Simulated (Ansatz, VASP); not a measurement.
## One calculation of Re, two programs

INCAR

```
ALGO = Normal ; EDIFF = 1E-6
ENCUT = 560 ; GGA = PE
GGA_COMPAT = False ; ISIF = 2
ISMEAR = 1 ; LASPH = True
LCHARG = True ; LELF = True
LREAL = False ; LVHAR = True
LWAVE = False ; NBANDS = 22
NELM = 120 ; PREC = Accurate
SIGMA = 0.01
```

File KPOINTS:

```
k-points
0
Gamma
  13 13 7
```

The input POSCAR:

```
Re
1.0
    2.7768706464      0.0000000000      0.0000000000
   -1.3884353232      2.4048405228      0.0000000000
    0.0000000000      0.0000000000      4.4788142384
Re
2
Direct
    0.3333333333      0.6666666667      0.2500000000
    0.6666666667      0.3333333333      0.7500000000
```

Input for Ansatz:

```yaml
crystal:
  lattice:
    - [2.7768706464, 0.0, 0.0]
    - [-1.3884353232, 2.4048405228, 0.0]
    - [0.0, 0.0, 4.4788142384]
  atoms:
    - { symbol: Re, position: [0.3333333333, 0.6666666667, 0.25] }
    - { symbol: Re, position: [0.6666666667, 0.3333333333, 0.75] }
hamiltonian:
  xc: pbe
  pseudopotentials:
    kind: paw
    azcp:
      Re: "pseudopotentials/Re.paw.azcp"
basis:
  ecutwfc: 420
  fft_grid_basis: typed
kpoints:
  mp_grid: { grid: [13, 13, 7], shift: [0, 0, 0] }
magnetization:
  spin_polarized: false
scf:
  occupations: { method: methfessel_paxton, width: 0.01 }
  lower_state_search: "off"
output:
  stress: true
```

Alike in both runs: task single point; functional PBE; k mesh 13 × 13 × 7; occupations methfessel-paxton of order 1, width 0.01 eV; no spin polarisation.

```csv
,VASP,Ansatz
version,VASP 6.6.1,Ansatz 0.2.0
potentials or method,"VASP PAW PBE potentials, release 64 (Re_sv_GW), cutoff 560 eV","plane waves (420 eV) with PAW, scalar-relativistic"
valence electrons in the cell,30,30
```

|  | VASP | Ansatz | Ansatz less VASP |
| --- | --- | --- | --- |
| pressure (GPa) | -1.7 | -0.2 | +1.50 |
| traceless stress, the component that is largest in VASP (GPa) | 0.32 | 0.30 | -0.024 |

Neither program's run includes spin-orbit coupling.
